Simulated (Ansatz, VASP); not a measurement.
FeO in VASP and in Ansatz

```
Fe O
1.0
    -1.58045    1.58045    2.05523
     1.58045   -1.58045    2.05523
     1.58045    1.58045   -2.05523
Fe O
1 1
Direct
  0.00000 0.00000 0.00000
  0.50000 0.50000 0.00000
```

Change from the starting cell: volume scaled by 0.96.

Alike in both runs: task single point; functional LDA; k mesh 12 × 12 × 12; occupations fermi-dirac, width 0.05 eV; collinear spin.

|  | VASP | Ansatz |
| --- | --- | --- |
| version | VASP 6.6.1 | Ansatz 0.2.0 |
| potentials or method | VASP PAW LDA potentials, release 64 (Fe, O), cutoff 520 eV | all-electron LAPW, scalar-relativistic |

Ansatz gave:

| Item | Value |
| --- | --- |
| gap on the k mesh at the Fermi level (eV) | none |
| pressure (GPa) | -17.4 |
| traceless stress, the component that is largest in VASP (GPa) | 2.79 |
| net moment per atom (μB) | 1.99 |
| size of the moment on the site where the two differ most (μB) | 0.33 |

Task: Which values does VASP return?

Result: gap on the k mesh at the Fermi level (eV): none; pressure (GPa): -17.5; traceless stress, the component that is largest in VASP (GPa): 2.71; net moment per atom (μB): 1.97; size of the moment on the site where the two differ most (μB): 0.31.

LDA's correlation is that of Perdew and Zunger in VASP and of Perdew and Wang (1992) in Ansatz. Site moments also hang on the region over which each program counts them. A gap of «none» marks a metal or a gap that the smearing closes. Ansatz ran all-electron here, and VASP with PAW potentials.
